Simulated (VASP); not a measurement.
# SnSe (Pnma) in VASP: single point with PBEsol

Aim: the single point of SnSe with PBEsol.

Everything below comes from runs of VASP 6.6.1. Logs are shortened: lines on timing, memory, paths and dates and some standing lists are left out, and cuts for length are marked.

## 1. The cell of the first run

It takes space group Pnma (No. 62, orthorhombic). The conventional cell has a = 11.429 Å, b = 4.154 Å, c = 4.359 Å, α = 90.00°, β = 90.00°, γ = 90.00°. Within 3.6 Å of Sn (site symmetry m) lie 6 Se at 2.75 to 3.42 Å and 2 Sn at 3.50 Å. Within 3.6 Å of Se (site symmetry m) lie 6 Sn at 2.75 to 3.42 Å.

## 2. Single point, PBEsol

The input, INCAR:

```
PREC = Accurate
ENCUT = 520
EDIFF = 1E-6
ISMEAR = 0
SIGMA = 0.02
LREAL = False
LASPH = True
NELM = 100
ALGO = Normal
ISIF = 2
LWAVE = False
LCHARG = False
GGA = PS
NBANDS = 50
```

The input, KPOINTS:

```
regular mesh
0
Gamma
  4 8 8
```

The input, POSCAR:

```
SnSe
1.0
   11.4286738608      0.0000000000      0.0000000000
    0.0000000000      4.1535829352      0.0000000000
    0.0000000000      0.0000000000      4.3591294404
Sn Se
4 4
Direct
    0.6180451990      0.7500000000      0.4064674287
    0.8819548010      0.2500000000      0.9064674287
    0.3819548010      0.2500000000      0.5935325713
    0.1180451990      0.7500000000      0.0935325713
    0.1425679516      0.2500000000      0.5223497807
    0.6425679516      0.2500000000      0.9776502193
    0.3574320484      0.7500000000      0.0223497807
    0.8574320484      0.7500000000      0.4776502193
```

Potentials or basis: VASP PAW PBE potentials, release 64 (Sn_d, Se).

On the command line:

```bash
$ cat potpaw_PBE.64/Sn_d/POTCAR potpaw_PBE.64/Se/POTCAR > POTCAR
$ mpirun -np 1 vasp_std > vasp.out
```

OUTCAR:

```text
PREC = Accurate
   ENCUT = 520
   EDIFF = 1E-6
   ISMEAR = 0
   LREAL = False
   LASPH = True
   NELM = 100
   ISIF = 2
   GGA = PS

 ion  position               nearest neighbor table
   1  0.618  0.750  0.406-   8 2.75   6 2.81   6 2.81   6 3.25   6 3.25   3 3.50   3 3.50
   2  0.882  0.250  0.906-   6 2.75   8 2.81   8 2.81   8 3.25   8 3.25   4 3.50   4 3.50
   3  0.382  0.250  0.594-   5 2.75   7 2.81   7 2.81   7 3.25   7 3.25   1 3.50   1 3.50
   4  0.118  0.750  0.094-   7 2.75   5 2.81   5 2.81   5 3.25   5 3.25   2 3.50   2 3.50
   5  0.143  0.250  0.522-   3 2.75   4 2.81   4 2.81   4 3.25   4 3.25
   6  0.643  0.250  0.978-   2 2.75   1 2.81   1 2.81   1 3.25   1 3.25
   7  0.357  0.750  0.022-   4 2.75   3 2.81   3 2.81   3 3.25   3 3.25
   8  0.857  0.750  0.478-   1 2.75   2 2.81   2 2.81   2 3.25   2 3.25

  LATTYP: Found a simple orthorhombic cell.
 ALAT       =     4.1535829352
 B/A-ratio  =     1.0494865538
 C/A-ratio  =     2.7515217679

  Lattice vectors:

 A1 = (   0.0000000000,   4.1535829352,   0.0000000000)
 A2 = (   0.0000000000,   0.0000000000,   4.3591294404)
 A3 = (  11.4286738608,   0.0000000000,   0.0000000000)

Analysis of symmetry for initial positions (statically):
=====================================================================
 Subroutine PRICEL returns:
 Original cell was already a primitive cell.

 Routine SETGRP: Setting up the symmetry group for a
 simple orthorhombic supercell.

 Subroutine GETGRP returns: Found  8 space group operations
 (whereof  2 operations were pure point group operations)
 out of a pool of  8 trial point group operations.

The static configuration has the point symmetry S_2 .
 The point group associated with its full space group is D_2h.

Analysis of symmetry for dynamics (positions and initial velocities):
=====================================================================
 Subroutine PRICEL returns:
 Original cell was already a primitive cell.

 Routine SETGRP: Setting up the symmetry group for a
 simple orthorhombic supercell.

 Subroutine GETGRP returns: Found  8 space group operations
 (whereof  2 operations were pure point group operations)
 out of a pool of  8 trial point group operations.

The dynamic configuration has the point symmetry S_2 .
 The point group associated with its full space group is D_2h.

 Subroutine INISYM returns: Found  8 space group operations
 (whereof  2 operations are pure point group operations),
 and found     1 'primitive' translations

----------------------------------------------------------------------------------------

                                     Primitive cell

  volume of cell :     206.9276

  direct lattice vectors                    reciprocal lattice vectors
    11.428673861  0.000000000  0.000000000     0.087499216  0.000000000  0.000000000
     0.000000000  4.153582935  0.000000000     0.000000000  0.240755997  0.000000000
     0.000000000  0.000000000  4.359129440     0.000000000  0.000000000  0.229403603

  length of vectors
    11.428673861  4.153582935  4.359129440     0.087499216  0.240755997  0.229403603

  position of ions in fractional coordinates (direct lattice)
     0.618045199  0.750000000  0.406467429
     0.881954801  0.250000000  0.906467429
     0.381954801  0.250000000  0.593532571
     0.118045199  0.750000000  0.093532571
     0.142567952  0.250000000  0.522349781
     0.642567952  0.250000000  0.977650219
     0.357432048  0.750000000  0.022349781
     0.857432048  0.750000000  0.477650219

  ion indices of the primitive-cell ions
   primitive index   ion index
                 1           1
                 2           2
                 3           3
                 4           4
                 5           5
                 6           6
                 7           7
                 8           8

----------------------------------------------------------------------------------------

 KPOINTS: regular mesh

Automatic generation of k-mesh.
 Grid dimensions read from file:
 generate k-points for:    4    8    8

 Generating k-lattice:

  Cartesian coordinates                     Fractional coordinates (reciprocal lattice)
     0.021874804  0.000000000  0.000000000     0.250000000  0.000000000  0.000000000
     0.000000000  0.030094500  0.000000000     0.000000000  0.125000000  0.000000000
     0.000000000  0.000000000  0.028675450     0.000000000  0.000000000  0.125000000

  Length of vectors
     0.021874804  0.030094500  0.028675450

  Shift w.r.t. Gamma in fractional coordinates (k-lattice)
     0.000000000  0.000000000  0.000000000

 Subroutine IBZKPT returns following result:
 ===========================================

 Found     75 irreducible k-points:

 Following reciprocal coordinates:
            Coordinates               Weight
  0.000000  0.000000  0.000000      1.000000
  0.250000  0.000000  0.000000      2.000000
  0.500000  0.000000  0.000000      1.000000
  0.000000  0.125000  0.000000      2.000000
  0.250000  0.125000  0.000000      4.000000
  0.500000  0.125000  0.000000      2.000000
[... 16 lines left out ...]
  0.250000  0.250000  0.125000      8.000000
  0.500000  0.250000  0.125000      4.000000
 [... further k-points ...]
   k-points           NKPTS =     75   k-points in BZ     NKDIM =     75   number of bands    NBANDS=     50
   number of dos      NEDOS =    301   number of ions     NIONS =      8
   total plane-waves  NPLWV =  92160
   dimension x,y,z NGX =    90 NGY =   32 NGZ =   32
   dimension x,y,z NGXF=   180 NGYF=   64 NGZF=   64
   ions per type =               4   4
   NGX,Y,Z   is equivalent  to a cutoff of  13.09, 12.81, 12.20 a.u.
   NGXF,Y,Z  is equivalent  to a cutoff of  26.18, 25.62, 24.41 a.u.
 SYSTEM =  unknown system
   PREC   = accura    normal or accurate (medium, high low for compatibility)
   ISTART =      0    job   : 0-new  1-cont  2-samecut
   ICHARG =      2    charge: 1-file 2-atom 10-const
   ISPIN  =      1    spin polarized calculation?
   LNONCOLLINEAR =      F non collinear calculations
   LSORBIT =      F    spin-orbit coupling
   LASPH  =      T    aspherical Exc in radial PAW
   ENCUT  =  520.0 eV  38.22 Ry    6.18 a.u.  21.25  7.72  8.11*2*pi/ulx,y,z
   NELM   =    100;   NELMIN=  2; NELMDL= -5     # of ELM steps
   EDIFF  = 0.1E-05   stopping-criterion for ELM
   LREAL  =      F    real-space projection
   EDIFFG = 0.1E-04   stopping-criterion for IOM
   NSW    =      0    number of steps for IOM
   IBRION =     -1    ionic relax: 0-MD 1-quasi-New 2-CG
   NFREE  =      0    steps in history (QN), initial steepest desc. (CG)
   ISIF   =      2    stress and relaxation
   ISYM   =      2    0-nonsym 1-usesym 2-fastsym
   POTIM  = 0.5000    time-step for ionic-motion
   TEBEG  =    0.0;   TEEND  =   0.0 temperature during run
   PSTRESS=    0.0 pullay stress
   NELECT =      80.0000    total number of electrons
   NUPDOWN=      -1.0000    fix difference up-down
   EMIN   =  10.00;   EMAX   =-10.00  energy-range for DOS
   EFERMI =   0.00;   METHOD = LEGACY
   ISMEAR =     0;   SIGMA  =   0.02  broadening in eV -4-tet -1-fermi 0-gaus
   EFERMI_NEDOS =   21; number of points for ismear=-14 and -15
   IALGO  =     38    algorithm
   IMIX   =      4    mixing-type and parameters
     AMIX     =   0.40;   BMIX     =  1.00
     AMIX_MAG =   1.60;   BMIX_MAG =  1.00
  volume/ion in A,a.u.               =      25.87       174.55
  Fermi-wavevector in a.u.,A,eV,Ry     =   1.192611  2.253707 19.351839  1.422320
  Thomas-Fermi vector in A             =   2.328645
   LORBIT       =      0    0 simple, 1 ext, 2 COOP (PROOUT), +10 PAW based schemes
   GGA     = PS    functional components
   LHFCALC =     F    Hartree Fock is set to
   AEXX    =    0.0000 exact exchange contribution
   IVDW    =     0    specifies the selected vdW correction
   LEPSILON=     F    determine dielectric tensor
   LRPA    =     F    only Hartree local field effects (RPA)
 non-spin polarized calculation
 Gauss-broadening in eV      SIGMA  =   0.02
  energy-cutoff  :      520.00
  volume of cell :      206.93
 maximum number of plane-waves:      5608
 NGX is ok and might be reduce to    90
   NGX = 43   NGY = 15   NGZ = 17

 number of electron      79.9999990 magnetization

 Free energy of the ion-electron system (eV)
  ---------------------------------------------------
  ext. energy  EPLUGINS =         0.00000000
  ---------------------------------------------------
  free energy    TOTEN  =       -35.93288866 eV

  energy without entropy =      -35.93288866  energy(sigma->0) =      -35.93288866

 E-fermi :   5.8594     XC(G=0): -10.0319

 val. band max:        5.6902704100   @ k =   0.0000   0.0000   0.3750
 cond. band min:       6.1715107338   @ k =   0.0000   0.0000   0.0000
 fundamental gap:      0.4812403238
 Fermi energy:         5.8594321220

 k-point     1 :       0.0000    0.0000    0.0000
  band No.  band energies     occupation
      1     -15.6037      2.00000
      2     -15.5877      2.00000
      3     -15.5864      2.00000
      4     -15.5821      2.00000
      5     -15.5816      2.00000
      6     -15.5776      2.00000
[... 42 lines left out ...]
     49      10.2678      0.00000
     50      10.4675      0.00000

 k-point     2 :       0.2500    0.0000    0.0000
  band No.  band energies     occupation
      1     -15.6019      2.00000
      2     -15.5906      2.00000
      3     -15.5867      2.00000
      4     -15.5830      2.00000
      5     -15.5813      2.00000
      6     -15.5787      2.00000
[... 42 lines left out ...]
     49      10.4447      0.00000
     50      10.6043      0.00000

 k-point     3 :       0.5000    0.0000    0.0000
  band No.  band energies     occupation
      1     -15.5970      2.00000
      2     -15.5970      2.00000
      3     -15.5849      2.00000
      4     -15.5849      2.00000
      5     -15.5802      2.00000
      6     -15.5802      2.00000
[... 42 lines left out ...]
     49      10.6143      0.00000
     50      10.6146      0.00000

 k-point     4 :       0.0000    0.1250    0.0000
  band No.  band energies     occupation
      1     -15.5996      2.00000
      2     -15.5859      2.00000
      3     -15.5831      2.00000
      4     -15.5830      2.00000
      5     -15.5819      2.00000
      6     -15.5806      2.00000
[... 999 lines left out ...]
 k-point    23 :       0.2500    0.2500    0.1250
  band No.  band energies     occupation
      1     -15.5922      2.00000
      2     -15.5891      2.00000
      3     -15.5861      2.00000
      4     -15.5831      2.00000
      5     -15.5807      2.00000
      6     -15.5785      2.00000
[... 42 lines left out ...]
     49       9.8942      0.00000
     50      10.3304      0.00000

 k-point    24 :       0.5000    0.2500    0.1250
  band No.  band energies     occupation
      1     -15.5911      2.00000
      2     -15.5911      2.00000
      3     -15.5842      2.00000
      4     -15.5842      2.00000
      5     -15.5790      2.00000
      6     -15.5790      2.00000
[... 42 lines left out ...]
     49       9.8152      0.00000
     50       9.8152      0.00000

 [... further k-points ...]

------------------------ aborting loop because EDIFF is reached ----------------------------------------

  FORCE on cell =-STRESS in cart. coord.  units (eV):
  Direction    XX          YY          ZZ          XY          YZ          ZX
  --------------------------------------------------------------------------------------
  -------------------------------------------------------------------------------------
  Total        0.0819850      0.0540436      0.0670393      0.0000000     -0.0000000      0.0000000
  in kB        0.6347846      0.4184428      0.5190650      0.0000000     -0.0000000      0.0000000
  external PRESSURE =       0.5240975 kB  Pullay stress =       0.0000000 kB

 VOLUME and BASIS-vectors are now :
 -----------------------------------------------------------------------------
  energy-cutoff  :      520.00
  volume of cell :      206.93
      direct lattice vectors                 reciprocal lattice vectors
    11.428673861  0.000000000  0.000000000     0.087499216  0.000000000  0.000000000
     0.000000000  4.153582935  0.000000000     0.000000000  0.240755997  0.000000000
     0.000000000  0.000000000  4.359129440     0.000000000  0.000000000  0.229403603

 POSITION                                       TOTAL-FORCE (eV/Angst)
 -----------------------------------------------------------------------------------
      7.06344      3.11519      1.77184        -0.013951      0.000000      0.006254
     10.07957      1.03840      3.95141         0.013951      0.000000      0.006254
      4.36524      1.03840      2.58729         0.013951     -0.000000     -0.006254
      1.34910      3.11519      0.40772        -0.013951      0.000000     -0.006254
      1.62936      1.03840      2.27699        -0.008219     -0.000000      0.008309
      7.34370      1.03840      4.26170        -0.008219      0.000000     -0.008309
      4.08497      3.11519      0.09743         0.008219      0.000000      0.008309
      9.79931      3.11519      2.08214         0.008219      0.000000     -0.008309
 -----------------------------------------------------------------------------------
    total drift:                               -0.000000      0.000000      0.000000

  FREE ENERGIE OF THE ION-ELECTRON SYSTEM (eV)
  ---------------------------------------------------
  free  energy   TOTEN  =       -35.9328886605 eV

  energy  without entropy=      -35.9328886605  energy(sigma->0) =      -35.93288866
```

Run time: 16 min. Hardware: 1 thread of Oxide Virtual Turin-like, shared host; peak memory 0.64 GiB.

Results:

```
Free energy            : -35.9329 eV
Pressure               : 0.1 GPa
Largest force          : 0.015 eV/Å
Band gap on the k mesh : 0.48 eV (least direct gap 0.75 eV)
```

Forces on the atoms (eV/Å):
```
Sn  -0.014  0.000  0.006
Sn   0.014  0.000  0.006
Sn   0.014  0.000 -0.006
Sn  -0.014  0.000 -0.006
Se  -0.008  0.000  0.008
Se  -0.008  0.000 -0.008
Se   0.008  0.000  0.008
Se   0.008  0.000 -0.008
```

Caveat: the PAW data sets were made with another functional, which shifts forces and pressure a little; spin-orbit coupling is left out, which moves the levels of the heavy elements. A k mesh can miss the band edges.
